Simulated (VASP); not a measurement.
# Ge6MoW2 (I4/mmm) in VASP: single point with PBE

Aim: the single point of Ge6MoW2 with PBE.

All numbers are computed with VASP 6.6.1; they aren't measurements. Logs are shortened: lines on timing, memory, paths and dates and some standing lists are left out, and cuts for length are marked.

## 1. The cell of the first run

The structure is tetragonal, space group I4/mmm (No. 139). Conventional cell: a = 3.341 Å, b = 3.341 Å, c = 24.864 Å, α = 90.00°, β = 90.00°, γ = 90.00°. Within 3.6 Å of Ge (site symmetry 4mm) lie 9 Ge at 2.70 to 3.34 Å and 5 W at 2.72 to 2.80 Å. Within 3.5 Å of Ge (site symmetry 4mm) lie 9 Ge at 2.68 to 3.34 Å and 4 Mo at 2.71 Å and 1 W at 2.81 Å. Ge (site symmetry 4mm) has 9 Ge at 2.70 to 3.34 Å and 4 W at 2.72 Å and 1 Mo at 2.79 Å within 3.6 Å. Within 3.6 Å of Mo (site symmetry 4/mmm) lie 10 Ge at 2.71 to 2.79 Å and 4 Mo at 3.34 Å. W (site symmetry 4mm) has 10 Ge at 2.72 to 2.81 Å and 4 W at 3.34 Å within 3.6 Å.

## 2. Single point, PBE

Contents of INCAR:

```
PREC = Accurate ; ENCUT = 520
EDIFF = 1E-7 ; ISMEAR = 0
SIGMA = 0.2 ; LREAL = F
LASPH = T ; NELM = 80
ALGO = Normal ; ISIF = 2
LWAVE = F ; LCHARG = F
GGA = PE ; NBANDS = 73
```

Contents of KPOINTS:

```
Automatic mesh
0
Gamma
  6 6 6
```

Contents of POSCAR:

```
Ge6MoW2
1.0
    0.0000000000     -3.3410618000      0.0000000000
    3.3410618000      0.0000000000      0.0000000000
   -1.6705309000      1.6705309000     12.4319686000
Ge Mo W
6 1 2
Direct
    0.7792300000      0.7792300000      0.5584600000
    0.4461980000      0.4461980000      0.8923960000
    0.1123540000      0.1123540000      0.2247080000
    0.8876460000      0.8876460000      0.7752920000
    0.5538020000      0.5538020000      0.1076040000
    0.2207700000      0.2207700000      0.4415400000
    0.0000000000      0.0000000000      0.0000000000
    0.6667670000      0.6667670000      0.3335340000
    0.3332330000      0.3332330000      0.6664660000
```

Potentials or basis: VASP PAW PBE potentials, release 64 (Ge_d, Mo_sv, W_sv).

Run with:

```sh
$ cat potpaw_PBE.64/Ge_d/POTCAR potpaw_PBE.64/Mo_sv/POTCAR potpaw_PBE.64/W_sv/POTCAR > POTCAR
$ mpirun -np 1 vasp_std > vasp.out
```

OUTCAR:

```text
PREC = Accurate
   ENCUT = 520
   EDIFF = 1E-7
   ISMEAR = 0
   LREAL = F
   LASPH = T
   NELM = 80
   ISIF = 2
   GGA = PE

 ion  position               nearest neighbor table
   1  0.779  0.779  0.558-   4 2.70   9 2.72   9 2.72   9 2.72   9 2.72   6 2.77   6 2.77   6 2.77
                             6 2.77   8 2.80
   2  0.446  0.446  0.892-   5 2.68   7 2.71   7 2.71   7 2.71   7 2.71   4 2.78   4 2.78   4 2.78
                             4 2.78   9 2.81
   3  0.112  0.112  0.225-   6 2.70   8 2.72   8 2.72   8 2.72   8 2.72   5 2.78   5 2.78   5 2.78
                             5 2.78   7 2.79
   4  0.888  0.888  0.775-   1 2.70   9 2.72   9 2.72   9 2.72   9 2.72   2 2.78   2 2.78   2 2.78
                             2 2.78   7 2.79
   5  0.554  0.554  0.108-   2 2.68   7 2.71   7 2.71   7 2.71   7 2.71   3 2.78   3 2.78   3 2.78
                             3 2.78   8 2.81
   6  0.221  0.221  0.442-   3 2.70   8 2.72   8 2.72   8 2.72   8 2.72   1 2.77   1 2.77   1 2.77
                             1 2.77   9 2.80
   7  0.000  0.000  0.000-   5 2.71   2 2.71   5 2.71   2 2.71   2 2.71   5 2.71   5 2.71   2 2.71
                             3 2.79   4 2.79
   8  0.667  0.667  0.334-   6 2.72   6 2.72   6 2.72   6 2.72   3 2.72   3 2.72   3 2.72   3 2.72
                             1 2.80   5 2.81
   9  0.333  0.333  0.666-   1 2.72   1 2.72   1 2.72   1 2.72   4 2.72   4 2.72   4 2.72   4 2.72
                             6 2.80   2 2.81

  LATTYP: Found a body centered tetragonal cell.
 ALAT       =     3.3410618000
 C/A-ratio  =     7.4419267551

  Lattice vectors:

 A1 = (  -1.6705309000,  -1.6705309000, -12.4319686000)
 A2 = (   1.6705309000,   1.6705309000, -12.4319686000)
 A3 = (   1.6705309000,  -1.6705309000,  12.4319686000)

Analysis of symmetry for initial positions (statically):
=====================================================================
 Subroutine PRICEL returns:
 Original cell was already a primitive cell.

 Routine SETGRP: Setting up the symmetry group for a
 body centered tetragonal supercell.

 Subroutine GETGRP returns: Found 16 space group operations
 (whereof 16 operations were pure point group operations)
 out of a pool of 16 trial point group operations.

The static configuration has the point symmetry D_4h.

Analysis of symmetry for dynamics (positions and initial velocities):
=====================================================================
 Subroutine PRICEL returns:
 Original cell was already a primitive cell.

 Routine SETGRP: Setting up the symmetry group for a
 body centered tetragonal supercell.

 Subroutine GETGRP returns: Found 16 space group operations
[... 128 lines left out ...]
   NELECT =     126.0000    total number of electrons
   NUPDOWN=      -1.0000    fix difference up-down
   EMIN   =  10.00;   EMAX   =-10.00  energy-range for DOS
   EFERMI =   0.00;   METHOD = LEGACY
   ISMEAR =     0;   SIGMA  =   0.20  broadening in eV -4-tet -1-fermi 0-gaus
   EFERMI_NEDOS =   21; number of points for ismear=-14 and -15
   IALGO  =     38    algorithm
   IMIX   =      4    mixing-type and parameters
     AMIX     =   0.40;   BMIX     =  1.00
     AMIX_MAG =   1.60;   BMIX_MAG =  1.00
  volume/ion in A,a.u.               =      15.42       104.05
  Fermi-wavevector in a.u.,A,eV,Ry     =   1.585241  2.995672 34.191303  2.512990
  Thomas-Fermi vector in A             =   2.684736
   LORBIT       =      0    0 simple, 1 ext, 2 COOP (PROOUT), +10 PAW based schemes
   GGA     = PE    functional components
   LHFCALC =     F    Hartree Fock is set to
   AEXX    =    0.0000 exact exchange contribution
   IVDW    =     0    specifies the selected vdW correction
   LEPSILON=     F    determine dielectric tensor
   LRPA    =     F    only Hartree local field effects (RPA)
 non-spin polarized calculation
 Gauss-broadening in eV      SIGMA  =   0.20
  energy-cutoff  :      520.00
  volume of cell :      138.77
 maximum number of plane-waves:      3762
 NGX is ok and might be reduce to    28
   NGX = 13   NGY = 13   NGZ = 47

 number of electron     126.0000004 magnetization

 Free energy of the ion-electron system (eV)
  ---------------------------------------------------
  ext. energy  EPLUGINS =         0.00000000
  ---------------------------------------------------
  free energy    TOTEN  =       -63.93051677 eV

  energy without entropy =      -63.87372617  energy(sigma->0) =      -63.90212147

 E-fermi :  10.0434     XC(G=0): -12.8056

 val. band max:       10.0376238391   @ k =  -0.3333   0.3333   0.0000
 cond. band min:      10.0436512819   @ k =   0.3333   0.0000   0.3333
 fundamental gap:      0.0060274428
 Fermi energy:        10.0434218211

 k-point     1 :       0.0000    0.0000    0.0000
  band No.  band energies     occupation
      1     -64.0554      2.00000
      2     -64.0554      2.00000
      3     -50.8685      2.00000
      4     -28.2699      2.00000
      5     -28.2665      2.00000
      6     -28.2511      2.00000
[... 1813 lines left out ...]
     72      13.3738      0.00000
     73      13.5741      0.00000

 [... further k-points ...]

------------------------ aborting loop because EDIFF is reached ----------------------------------------

  FORCE on cell =-STRESS in cart. coord.  units (eV):
  Direction    XX          YY          ZZ          XY          YZ          ZX
  --------------------------------------------------------------------------------------
  -------------------------------------------------------------------------------------
  Total        0.1745077      0.1745077      0.4087161      0.0000000      0.0000000     -0.0000000
  in kB        2.0147272      2.0147272      4.7187108      0.0000000      0.0000000     -0.0000000
  external PRESSURE =       2.9160551 kB  Pullay stress =       0.0000000 kB

 VOLUME and BASIS-vectors are now :
 -----------------------------------------------------------------------------
  energy-cutoff  :      520.00
  volume of cell :      138.77
      direct lattice vectors                 reciprocal lattice vectors
     0.000000000 -3.341061800  0.000000000     0.000000000 -0.299306047  0.040218892
     3.341061800  0.000000000  0.000000000     0.299306047  0.000000000  0.040218892
    -1.670530900  1.670530900 12.431968600     0.000000000  0.000000000  0.080437784

 POSITION                                       TOTAL-FORCE (eV/Angst)
 -----------------------------------------------------------------------------------
      1.67053     -1.67053      6.94276        -0.000000      0.000000      0.008836
      0.00000     -0.00000     11.09424         0.000000     -0.000000     -0.013766
      0.00000     -0.00000      2.79356         0.000000     -0.000000     -0.004959
      1.67053     -1.67053      9.63841        -0.000000      0.000000      0.004959
      1.67053     -1.67053      1.33773        -0.000000      0.000000      0.013766
      0.00000      0.00000      5.48921         0.000000     -0.000000     -0.008836
      0.00000      0.00000      0.00000        -0.000000      0.000000     -0.000000
      1.67053     -1.67053      4.14648         0.000000     -0.000000      0.008276
      0.00000      0.00000      8.28548        -0.000000      0.000000     -0.008276
 -----------------------------------------------------------------------------------
    total drift:                                0.000000     -0.000000      0.000000

  FREE ENERGIE OF THE ION-ELECTRON SYSTEM (eV)
  ---------------------------------------------------
  free  energy   TOTEN  =       -63.9305167721 eV

  energy  without entropy=      -63.8737261675  energy(sigma->0) =      -63.90212147
```

OSZICAR:

```text
N       E                     dE             d eps       ncg     rms          rms(c)
DAV:   1     0.196891017140E+04    0.19689E+04   -0.54782E+04  5638   0.468E+03
DAV:   2     0.328922048378E+03   -0.16400E+04   -0.15898E+04  4556   0.129E+03
[... 12 lines left out ...]
DAV:  15    -0.639305149722E+02   -0.41310E-05   -0.46329E-05  5871   0.926E-02    0.585E-03
DAV:  16    -0.639305165521E+02   -0.15799E-05   -0.18768E-05  5544   0.339E-02    0.188E-03
DAV:  17    -0.639305167177E+02   -0.16560E-06   -0.19888E-06  6501   0.332E-02    0.162E-03
DAV:  18    -0.639305166482E+02    0.69555E-07   -0.13747E-06  5962   0.177E-02    0.393E-04
DAV:  19    -0.639305167750E+02   -0.12682E-06   -0.11599E-06  3898   0.963E-03    0.350E-04
DAV:  20    -0.639305167721E+02    0.28522E-08   -0.43100E-08  2682   0.887E-03
   1 F= -.63930517E+02 E0= -.63902121E+02  d E =-.567906E-01
```

Run time: 13 min. Hardware: 1 thread of Intel Xeon 8259CL, shared host; peak memory 0.41 GiB.

What came out:

```
Free energy            : -63.9305 eV
Pressure               : 0.3 GPa
Largest force          : 0.014 eV/Å
Band gap on the k mesh : zero (bands 63 and 64 overlap by 1.05 eV)
```

Forces on the atoms (eV/Å):
```
Ge   0.000  0.000  0.009
Ge   0.000  0.000 -0.014
Ge   0.000  0.000 -0.005
Ge   0.000  0.000  0.005
Ge   0.000  0.000  0.014
Ge   0.000  0.000 -0.009
Mo   0.000  0.000  0.000
W    0.000  0.000  0.008
W    0.000  0.000 -0.008
```

Caveat: spin-orbit coupling is left out, which moves the levels of the heavy elements.
